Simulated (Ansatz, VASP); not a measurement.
Two plane-wave programs on PbO

The input INCAR:

```
PREC = Accurate ; ENCUT = 600
EDIFF = 1E-6 ; ISMEAR = 0
SIGMA = 0.02 ; LREAL = False
LASPH = True ; NELM = 120
ALGO = Normal ; ISIF = 2
LWAVE = False ; LCHARG = False
GGA = PE ; NBANDS = 28
GGA_COMPAT = False
```

KPOINTS

```
Automatic mesh
0
Gamma
  8 8 6
```

Contents of POSCAR:

```
PbO
1.0
    3.8939184000      0.0000000000      0.0000000000
    0.0000000000      3.8939184000      0.0000000000
    0.0000000000      0.0000000000      5.2216245000
Pb O
2 2
Direct
    0.0000000000      0.5000000000      0.2053376827
    0.5000000000      0.0000000000      0.7583900760
    0.0000000000      0.0000000000      0.0181361206
    0.5000000000      0.5000000000      0.0181361206
```

Input for Ansatz:

```yaml
crystal:
  lattice:
    - [3.8939184, 0.0, 0.0]
    - [0.0, 3.8939184, 0.0]
    - [0.0, 0.0, 5.2216245]
  atoms:
    - { symbol: Pb, position: [0.0, 0.5, 0.2053376827] }
    - { symbol: Pb, position: [0.5, 0.0, 0.758390076] }
    - { symbol: O, position: [0.0, 0.0, 0.0181361206] }
    - { symbol: O, position: [0.5, 0.5, 0.0181361206] }
basis:
  ecutwfc: 420
kpoints:
  mp_grid: { grid: [8, 8, 6] }
hamiltonian:
  xc: pbe
scf:
  occupations: { method: gaussian, width: 0.02 }
output:
  forces: true
  stress: true
  eigenvalues: true
  populations: true
  write_density: true
  write_potential: true
  elf: true
  volumetric_format: npy
```

Alike in both runs: task single point; functional PBE; k mesh 8 × 8 × 6; occupations gaussian, width 0.02 eV; no spin polarisation.

|  | VASP | Ansatz |
| --- | --- | --- |
| version | VASP 6.6.1 | Ansatz 0.2.0 |
| potentials or method | VASP PAW PBE potentials, release 64 (Pb_d, O), cutoff 600 eV | scalar-relativistic, plane waves, PAW |
| valence electrons in the cell | 40 | 40 |

```tsv
	VASP	Ansatz	Ansatz less VASP
gap on the k mesh at the Fermi level (eV)	1.27	1.26	-0.006
least direct gap on the mesh (eV)	2.35	2.35	+0.009
pressure (GPa)	10.5	10.4	-0.06
traceless stress, the component that is largest in VASP (GPa)	-3.62	-3.59	+0.029
rms of the force components (eV/Å)	1.280	1.263	-0.0166
```

Atom by atom the forces differ by 0.021 eV/Å (rms over components).

Neither program's run includes spin-orbit coupling.
